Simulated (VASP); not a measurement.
Wanted: the native input for a VASP 6.6.1 run.

- Task: relaxation of cell and atoms
- Functional: PBE
- Potentials or basis: VASP PAW PBE potentials, release 64 (Ir)
- Cutoff: 600 eV
- k mesh: 18 × 18 × 18
- Occupations: gaussian, width 0.1 eV
- Spin: no spin polarisation
- Dipole correction: no
- Further INCAR settings: ALGO = Normal; EDIFF = 1e-06; IBRION = 2; EDIFFG = -0.01; NSW = 100; ISIF = 3

The structure of Ir lies in POSCAR:

```
Ir
1.0
    0.0000000000      2.3101968896      4.9313380910
    1.3479244399      0.0000000000      4.9313380910
    1.3479244399      2.3101968896      0.0000000000
Ir
2
Direct
    0.8720676487      0.8720676487      0.1279323513
    0.1279323513      0.1279323513      0.8720676487
```

One way to write it, as run:

INCAR

```
SYSTEM = Ir
ALGO = Normal
EDIFF = 1E-6
EDIFFG = -0.01
ENCUT = 600
GGA = PE
IBRION = 2
ISIF = 3
ISMEAR = 0
LASPH = .TRUE.
LCHARG = .FALSE.
LREAL = .FALSE.
LWAVE = .FALSE.
NELM = 100
NSW = 100
PREC = Accurate
SIGMA = 0.1
```

KPOINTS

```
k-points
0
G
  18 18 18
  0 0 0
```

Potentials or basis: VASP PAW PBE potentials, release 64 (Ir).

Run with:

```bash
$ cat potpaw_PBE.64/Ir/POTCAR > POTCAR
$ mpirun -np 1 vasp_std > vasp.out
```

Results of the run:

* Relaxed volume: 15.36 Å³/atom
* Relaxed cell: a = 5.451 Å, b = 5.113 Å, c = 2.680 Å, α = 82.44°, β = 68.39°, γ = 29.17°
* Space group after relaxing (to 0.05 Å): Fmmm (No. 69)
* Energy gained by relaxing: 1.0 meV/atom
* Ionic steps: 10
* Pressure after relaxing: 0.0 GPa
* Band gap on the k mesh: zero (band 9 reaches 10.58 eV, above the bottom of band 10 at 7.64 eV)

Caveat: spin-orbit coupling is left out, which moves the levels of the heavy elements.

Wall time 72 min on 1 thread of AMD EPYC 7R43 64-Core Processor (Zen 3), on a shared host, peak memory 0.5 GiB.
